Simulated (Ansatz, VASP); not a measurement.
Al2O3 in VASP and in Ansatz

The input INCAR:

```
SYSTEM = Al2O3
  ALGO = Normal
  EDIFF = 1E-6
  ENCUT = 520
  GGA = PE
  ISIF = 2
  ISMEAR = 0
  IVDW = 12
  LASPH = .True.
  LCHARG = .False.
  LREAL = .False.
  LWAVE = .False.
  NBANDS = 35
  NELM = 80
  PREC = Accurate
  SIGMA = 0.1
```

File KPOINTS:

```
k-points
0
Gamma
  6 6 2
  0 0 0
```

POSCAR

```
Al2O3
1.0
    2.9613188200      0.0000000000      0.0000000000
   -1.4806594100      2.5645773300      0.0000000000
    0.0000000000      0.0000000000     14.0911052900
Al O
4 6
Direct
    0.6666666700      0.3333333300      0.0872558600
    0.3333333300      0.6666666700      0.9127441400
    0.3333333300      0.6666666700      0.5872558600
    0.6666666700      0.3333333300      0.4127441400
    0.0000000000      0.0000000000      0.0000000000
    0.3333333300      0.6666666700      0.1573883900
    0.6666666700      0.3333333300      0.8426116100
    0.0000000000      0.0000000000      0.5000000000
    0.6666666700      0.3333333300      0.6573883900
    0.3333333300      0.6666666700      0.3426116100
```

Input for Ansatz:

```yaml
crystal:
  lattice:
    - [2.96131882, 0.0, 0.0]
    - [-1.48065941, 2.56457733, 0.0]
    - [0.0, 0.0, 14.09110529]
  atoms:
    - { symbol: Al, position: [0.66666667, 0.33333333, 0.08725586] }
    - { symbol: Al, position: [0.33333333, 0.66666667, 0.91274414] }
    - { symbol: Al, position: [0.33333333, 0.66666667, 0.58725586] }
    - { symbol: Al, position: [0.66666667, 0.33333333, 0.41274414] }
    - { symbol: O, position: [0.0, 0.0, 0.0] }
    - { symbol: O, position: [0.33333333, 0.66666667, 0.15738839] }
    - { symbol: O, position: [0.66666667, 0.33333333, 0.84261161] }
    - { symbol: O, position: [0.0, 0.0, 0.5] }
    - { symbol: O, position: [0.66666667, 0.33333333, 0.65738839] }
    - { symbol: O, position: [0.33333333, 0.66666667, 0.34261161] }
basis:
  ecutwfc: 420
kpoints:
  mp_grid: { grid: [6, 6, 2] }
hamiltonian:
  xc: pbe
  dispersion: d3bj
scf:
  occupations: { method: gaussian, width: 0.1 }
  lower_state_search: "off"
output:
  forces: true
  stress: true
  eigenvalues: true
```

Alike in both runs: task single point; functional PBE; dispersion D3(BJ); k mesh 6 × 6 × 2; occupations gaussian, width 0.1 eV; no spin polarisation.

|  | VASP | Ansatz |
| --- | --- | --- |
| version | VASP 6.6.1 | Ansatz 0.2.0 |
| potentials or method | VASP PAW PBE potentials, release 64 (Al, O), cutoff 520 eV | scalar-relativistic, plane waves, PAW |
| valence electrons in the cell | 48 | 48 |

Ansatz gave:

| Quantity | Value |
| --- | --- |
| gap on the k mesh at the Fermi level (eV) | 1.91 |
| least direct gap on the mesh (eV) | 1.97 |
| pressure (GPa) | -18.1 |
| traceless stress, the component that is largest in VASP (GPa) | 4.25 |
| rms of the force components (eV/Å) | 2.877 |

**Question.** Which values does VASP return?

**Answer.** gap on the k mesh at the Fermi level (eV): 1.86; least direct gap on the mesh (eV): 1.94; pressure (GPa): -18.0; traceless stress, the component that is largest in VASP (GPa): 4.06; rms of the force components (eV/Å): 2.872.

Atom by atom the forces differ by 0.004 eV/Å (rms over components).
